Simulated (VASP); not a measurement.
# SiO2 (fluorite type) (Fm-3m) in VASP: single point with PBE

Aim: the single point of SiO2 (fluorite type) with PBE.

All numbers are computed with VASP 6.6.1; they aren't measurements. Logs are shortened: lines on timing, memory, paths and dates and some standing lists are left out, and cuts for length are marked.

## (1) The cell of the first run

The structure is cubic, space group Fm-3m (No. 225). The conventional cell has a = 4.672 Å, b = 4.672 Å, c = 4.672 Å, α = 90.00°, β = 90.00°, γ = 90.00°. Si (site symmetry m-3m) has 8 O at 2.02 Å within 2.7 Å. Within 2.7 Å of O (site symmetry -43m) lie 4 Si at 2.02 Å and 6 O at 2.34 Å.

## (2) Single point, PBE

Input file INCAR:

```
PREC     = Accurate       # precision mode
ENCUT    = 600            # plane-wave cutoff, eV
EDIFF    = 1E-6           # SCF threshold, eV
ISMEAR   = -1             # smearing method
SIGMA    = 0.06122561905347299 # smearing width, eV
LREAL    = False          # projectors in reciprocal space
LASPH    = True           # aspherical terms in the spheres
NELM     = 120            # most SCF steps
ALGO     = Normal         # electronic algorithm
ISIF     = 2              # what is computed and relaxed
LWAVE    = False          # write WAVECAR
LCHARG   = False          # write CHGCAR
GGA      = PE             # functional
NBANDS   = 15             # bands
GGA_COMPAT= False
```

Input file KPOINTS:

```
regular mesh
0
Gamma
  41 41 41
```

Input file POSCAR:

```
SiO2
1.0
    0.0000000000      2.3360591029      2.3360591029
    2.3360591029      0.0000000000      2.3360591029
    2.3360591029      2.3360591029      0.0000000000
Si O
1 2
Direct
    0.0000000000      0.0000000000      0.0000000000
    0.2500000000      0.2500000000      0.2500000000
    0.7500000000      0.7500000000      0.7500000000
```

Potentials or basis: VASP PAW PBE potentials, release 64 (Si, O).

On the command line:

```
$ cat potpaw_PBE.64/Si/POTCAR potpaw_PBE.64/O/POTCAR > POTCAR
$ mpirun -np 1 vasp_std > vasp.out
```

OUTCAR:

```text
PREC = Accurate
   ENCUT = 600
   EDIFF = 1E-6
   ISMEAR = -1
   LREAL = False
   LASPH = True
   NELM = 120
   ISIF = 2
   GGA = PE

 ion  position               nearest neighbor table
   1  0.000  0.000  0.000-   3 2.02   3 2.02   3 2.02   2 2.02   3 2.02   2 2.02   2 2.02   2 2.02

   2  0.250  0.250  0.250-   1 2.02   1 2.02   1 2.02   1 2.02
   3  0.750  0.750  0.750-   1 2.02   1 2.02   1 2.02   1 2.02

  LATTYP: Found a face centered cubic cell.
 ALAT       =     4.6721182058

  Lattice vectors:

 A1 = (   0.0000000000,   2.3360591029,   2.3360591029)
 A2 = (   2.3360591029,   0.0000000000,   2.3360591029)
 A3 = (   2.3360591029,   2.3360591029,   0.0000000000)

Analysis of symmetry for initial positions (statically):
=====================================================================
 Subroutine PRICEL returns:
 Original cell was already a primitive cell.

 Routine SETGRP: Setting up the symmetry group for a
 face centered cubic supercell.

 Subroutine GETGRP returns: Found 48 space group operations
 (whereof 48 operations were pure point group operations)
 out of a pool of 48 trial point group operations.

The static configuration has the point symmetry O_h .

Analysis of symmetry for dynamics (positions and initial velocities):
=====================================================================
 Subroutine PRICEL returns:
 Original cell was already a primitive cell.

 Routine SETGRP: Setting up the symmetry group for a
 face centered cubic supercell.

 Subroutine GETGRP returns: Found 48 space group operations
 (whereof 48 operations were pure point group operations)
 out of a pool of 48 trial point group operations.

The dynamic configuration has the point symmetry O_h .

 Subroutine INISYM returns: Found 48 space group operations
 (whereof 48 operations are pure point group operations),
 and found     1 'primitive' translations

----------------------------------------------------------------------------------------

                                     Primitive cell

  volume of cell :      25.4966

  direct lattice vectors                    reciprocal lattice vectors
     0.000000000  2.336059103  2.336059103    -0.214035681  0.214035681  0.214035681
     2.336059103  0.000000000  2.336059103     0.214035681 -0.214035681  0.214035681
     2.336059103  2.336059103  0.000000000     0.214035681  0.214035681 -0.214035681

  length of vectors
     3.303686466  3.303686466  3.303686466     0.370720673  0.370720673  0.370720673

  position of ions in fractional coordinates (direct lattice)
     0.000000000  0.000000000  0.000000000
     0.250000000  0.250000000  0.250000000
     0.750000000  0.750000000  0.750000000

  ion indices of the primitive-cell ions
   primitive index   ion index
                 1           1
                 2           2
                 3           3

----------------------------------------------------------------------------------------

 KPOINTS: regular mesh

Automatic generation of k-mesh.
 Grid dimensions read from file:
 generate k-points for:   41   41   41

 Generating k-lattice:

  Cartesian coordinates                     Fractional coordinates (reciprocal lattice)
    -0.005220382  0.005220382  0.005220382     0.024390244  0.000000000  0.000000000
     0.005220382 -0.005220382  0.005220382     0.000000000  0.024390244  0.000000000
     0.005220382  0.005220382 -0.005220382     0.000000000  0.000000000  0.024390244

  Length of vectors
     0.009041968  0.009041968  0.009041968

  Shift w.r.t. Gamma in fractional coordinates (k-lattice)
     0.000000000  0.000000000  0.000000000

 Subroutine IBZKPT returns following result:
 ===========================================

 Found   1771 irreducible k-points:

 Following reciprocal coordinates:
            Coordinates               Weight
  0.000000  0.000000  0.000000      1.000000
  0.024390  0.000000  0.000000      8.000000
  0.048780  0.000000  0.000000      8.000000
  0.073171  0.000000  0.000000      8.000000
  0.097561  0.000000  0.000000      8.000000
  0.121951  0.000000  0.000000      8.000000
[... 16 lines left out ...]
  0.048780  0.024390  0.000000     24.000000
  0.073171  0.024390  0.000000     24.000000
 [... further k-points ...]
   k-points           NKPTS =   1771   k-points in BZ     NKDIM =   1771   number of bands    NBANDS=     15
   number of dos      NEDOS =    301   number of ions     NIONS =      3
   total plane-waves  NPLWV =  21952
   dimension x,y,z NGX =    28 NGY =   28 NGZ =   28
   dimension x,y,z NGXF=    56 NGYF=   56 NGZF=   56
   ions per type =               1   2
   NGX,Y,Z   is equivalent  to a cutoff of  14.09, 14.09, 14.09 a.u.
   NGXF,Y,Z  is equivalent  to a cutoff of  28.18, 28.18, 28.18 a.u.
 SYSTEM =  unknown system
   PREC   = accura    normal or accurate (medium, high low for compatibility)
   ISTART =      0    job   : 0-new  1-cont  2-samecut
   ICHARG =      2    charge: 1-file 2-atom 10-const
   ISPIN  =      1    spin polarized calculation?
   LNONCOLLINEAR =      F non collinear calculations
   LSORBIT =      F    spin-orbit coupling
   LASPH  =      T    aspherical Exc in radial PAW
   ENCUT  =  600.0 eV  44.10 Ry    6.64 a.u.   6.60  6.60  6.60*2*pi/ulx,y,z
   NELM   =    120;   NELMIN=  2; NELMDL= -5     # of ELM steps
   EDIFF  = 0.1E-05   stopping-criterion for ELM
   LREAL  =      F    real-space projection
   EDIFFG = 0.1E-04   stopping-criterion for IOM
   NSW    =      0    number of steps for IOM
   IBRION =     -1    ionic relax: 0-MD 1-quasi-New 2-CG
   NFREE  =      0    steps in history (QN), initial steepest desc. (CG)
   ISIF   =      2    stress and relaxation
   ISYM   =      2    0-nonsym 1-usesym 2-fastsym
   POTIM  = 0.5000    time-step for ionic-motion
   TEBEG  =    0.0;   TEEND  =   0.0 temperature during run
   PSTRESS=    0.0 pullay stress
   NELECT =      16.0000    total number of electrons
   NUPDOWN=      -1.0000    fix difference up-down
   EMIN   =  10.00;   EMAX   =-10.00  energy-range for DOS
   EFERMI =   0.00;   METHOD = LEGACY
   ISMEAR =    -1;   SIGMA  =   0.06  broadening in eV -4-tet -1-fermi 0-gaus
   EFERMI_NEDOS =   21; number of points for ismear=-14 and -15
   IALGO  =     38    algorithm
   IMIX   =      4    mixing-type and parameters
     AMIX     =   0.40;   BMIX     =  1.00
     AMIX_MAG =   1.60;   BMIX_MAG =  1.00
  volume/ion in A,a.u.               =       8.50        57.35
  Fermi-wavevector in a.u.,A,eV,Ry     =   1.401590  2.648621 26.728028  1.964455
  Thomas-Fermi vector in A             =   2.524436
   LORBIT       =      0    0 simple, 1 ext, 2 COOP (PROOUT), +10 PAW based schemes
   GGA     = PE    functional components
   LHFCALC =     F    Hartree Fock is set to
   AEXX    =    0.0000 exact exchange contribution
   IVDW    =     0    specifies the selected vdW correction
   LEPSILON=     F    determine dielectric tensor
   LRPA    =     F    only Hartree local field effects (RPA)
 non-spin polarized calculation
  energy-cutoff  :      600.00
  volume of cell :       25.50
 maximum number of plane-waves:       881
   NGX = 13   NGY = 13   NGZ = 13

 number of electron      16.0000001 magnetization

 Free energy of the ion-electron system (eV)
  ---------------------------------------------------
  ext. energy  EPLUGINS =         0.00000000
  ---------------------------------------------------
  free energy    TOTEN  =       -19.87420153 eV

  energy without entropy =      -19.87420081  energy(sigma->0) =      -19.87420117

 E-fermi :   8.8453     XC(G=0): -11.9430

 val. band max:        8.2078370042   @ k =  -0.4878   0.4878   0.0000
 cond. band min:       9.2150582292   @ k =   0.0000   0.0000   0.0000
 fundamental gap:      1.0072212249
 Fermi energy:         8.8452817407

 k-point     1 :       0.0000    0.0000    0.0000
  band No.  band energies     occupation
      1     -13.6455      2.00000
      2      -7.7648      2.00000
      3       3.0454      2.00000
      4       3.0454      2.00000
      5       3.0454      2.00000
      6       6.1500      2.00000
      7       6.1500      2.00000
      8       6.1500      2.00000
      9       9.2151      0.00475
     10      13.9414      0.00000
     11      13.9414      0.00000
     12      13.9414      0.00000
     13      20.5738      0.00000
     14      20.5738      0.00000
     15      22.4584      0.00000

 k-point     2 :       0.0244    0.0000    0.0000
  band No.  band energies     occupation
      1     -13.6378      2.00000
      2      -7.7738      2.00000
      3       3.0373      2.00000
      4       3.0455      2.00000
      5       3.0455      2.00000
      6       6.1005      2.00000
      7       6.1404      2.00000
      8       6.1404      2.00000
      9       9.2752      0.00178
     10      13.9447      0.00000
     11      13.9559      0.00000
     12      13.9559      0.00000
     13      20.5879      0.00000
     14      20.5879      0.00000
     15      22.4903      0.00000

 k-point     3 :       0.0488    0.0000    0.0000
  band No.  band energies     occupation
      1     -13.6147      2.00000
      2      -7.8006      2.00000
      3       3.0127      2.00000
      4       3.0459      2.00000
      5       3.0459      2.00000
      6       5.9640      2.00000
      7       6.1118      2.00000
      8       6.1118      2.00000
      9       9.4433      0.00011
     10      13.9558      0.00000
     11      13.9993      0.00000
     12      13.9993      0.00000
     13      20.6299      0.00000
     14      20.6299      0.00000
     15      22.5843      0.00000
[... 343 lines left out ...]
 k-point    23 :       0.0488    0.0244    0.0000
  band No.  band energies     occupation
      1     -13.6173      2.00000
      2      -7.7975      2.00000
      3       3.0002      2.00000
      4       3.0072      2.00000
      5       3.1004      2.00000
      6       5.9071      2.00000
      7       6.1455      2.00000
      8       6.1588      2.00000
      9       9.4216      0.00016
     10      13.9024      0.00000
     11      14.0178      0.00000
     12      14.0231      0.00000
     13      20.6185      0.00000
     14      20.6316      0.00000
     15      22.5746      0.00000

 k-point    24 :       0.0732    0.0244    0.0000
  band No.  band energies     occupation
      1     -13.5840      2.00000
      2      -7.8360      2.00000
      3       2.9599      2.00000
      4       2.9893      2.00000
      5       3.1250      2.00000
      6       5.7235      2.00000
      7       6.0957      2.00000
      8       6.1390      2.00000
      9       9.6377      0.00000
     10      13.9067      0.00000
     11      14.0805      0.00000
     12      14.0994      0.00000
     13      20.6749      0.00000
     14      20.6931      0.00000
     15      22.7067      0.00000

 [... further k-points ...]

------------------------ aborting loop because EDIFF is reached ----------------------------------------

  FORCE on cell =-STRESS in cart. coord.  units (eV):
  Direction    XX          YY          ZZ          XY          YZ          ZX
  --------------------------------------------------------------------------------------
  -------------------------------------------------------------------------------------
  Total       -2.2025968     -2.2025968     -2.2025968      0.0000000     -0.0000000      0.0000000
  in kB     -138.4089276   -138.4089276   -138.4089276      0.0000000     -0.0000000      0.0000000
  external PRESSURE =    -138.4089276 kB  Pullay stress =       0.0000000 kB

 VOLUME and BASIS-vectors are now :
 -----------------------------------------------------------------------------
  energy-cutoff  :      600.00
  volume of cell :       25.50
      direct lattice vectors                 reciprocal lattice vectors
     0.000000000  2.336059103  2.336059103    -0.214035681  0.214035681  0.214035681
     2.336059103  0.000000000  2.336059103     0.214035681 -0.214035681  0.214035681
     2.336059103  2.336059103  0.000000000     0.214035681  0.214035681 -0.214035681

 POSITION                                       TOTAL-FORCE (eV/Angst)
 -----------------------------------------------------------------------------------
      0.00000      0.00000      0.00000        -0.000000     -0.000000     -0.000000
      1.16803      1.16803      1.16803         0.000000     -0.000000     -0.000000
      3.50409      3.50409      3.50409         0.000000      0.000000      0.000000
 -----------------------------------------------------------------------------------
    total drift:                                0.000000      0.000000      0.000000

  FREE ENERGIE OF THE ION-ELECTRON SYSTEM (eV)
  ---------------------------------------------------
  free  energy   TOTEN  =       -19.8742015296 eV

  energy  without entropy=      -19.8742008089  energy(sigma->0) =      -19.87420117
```

Run time: 13 min. Hardware: 1 thread of Intel Xeon Platinum 8259CL at 2.50GHz (Skylake/Cascade Lake), shared host; peak memory 0.75 GiB.

What came out:

```
Free energy            : -19.8742 eV
Pressure               : -13.8 GPa
Band gap on the k mesh : 1.01 eV (least direct gap 1.93 eV)
```

Levels at points of the mesh, in eV from the valence-band top:
| k point | band 6 | band 7 | band 8 | band 9 | band 10 | band 11 |
| --- | --- | --- | --- | --- | --- | --- |
| (0.00, 0.00, 0.00) | -2.06 | -2.06 | -2.06 | 1.01 | 5.73 | 5.73 |

Caveat: the cell stands under tension; an odd mesh through Γ misses points on the zone boundary, where band edges can lie.
